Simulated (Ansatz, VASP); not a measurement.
# One calculation of Hf2TaN4, two programs

```
Hf Ta N
1.0
     3.23019   -4.38620    0.00000
     3.23019    4.38620    0.00000
     0.00000    0.00000    3.15726
Hf Ta N
2 1 4
Direct
  0.50000 0.00000 0.50000
  0.00000 0.50000 0.50000
  0.00000 0.00000 0.00000
  0.24577 0.75423 0.00000
  0.75423 0.24577 0.00000
  0.21618 0.21618 0.50000
  0.78382 0.78382 0.50000
```

Change from the starting cell: species swapped into the Ca2SnS4 type (Cmmm, No. 65).

Alike in both runs: functional PBE; k mesh 2 × 2 × 4; occupations gaussian, width 0.15 eV; no spin polarisation.

Ansatz relaxed the structure, and its values are those at the end. VASP's run is a single point on that final structure, the one shown.

|  | VASP | Ansatz |
| --- | --- | --- |
| version | VASP 6.6.1 | Ansatz 0.2.0 |
| potentials or method | VASP PAW PBE potentials, release 64 (Hf_pv, Ta_pv, N), cutoff 520 eV | scalar-relativistic, plane waves, PAW |
| valence electrons in the cell | 51 | 85 |

|  | VASP | Ansatz | Ansatz less VASP |
| --- | --- | --- | --- |
| gap on the k mesh at the Fermi level (eV) | none | none | - |
| pressure (GPa) | -1.3 | -0.3 | +1.04 |
| rms of the force components (eV/Å) | 0.005 | 0.021 | +0.0163 |

A gap of «none» marks a metal or a gap that the smearing closes. VASP's potentials hold 51 valence electrons a cell and Ansatz's 85, so a difference there can come from the potentials and not from the codes.

The k mesh is coarse, so the values compare programs but aren't converged. Spin-orbit coupling is off throughout.
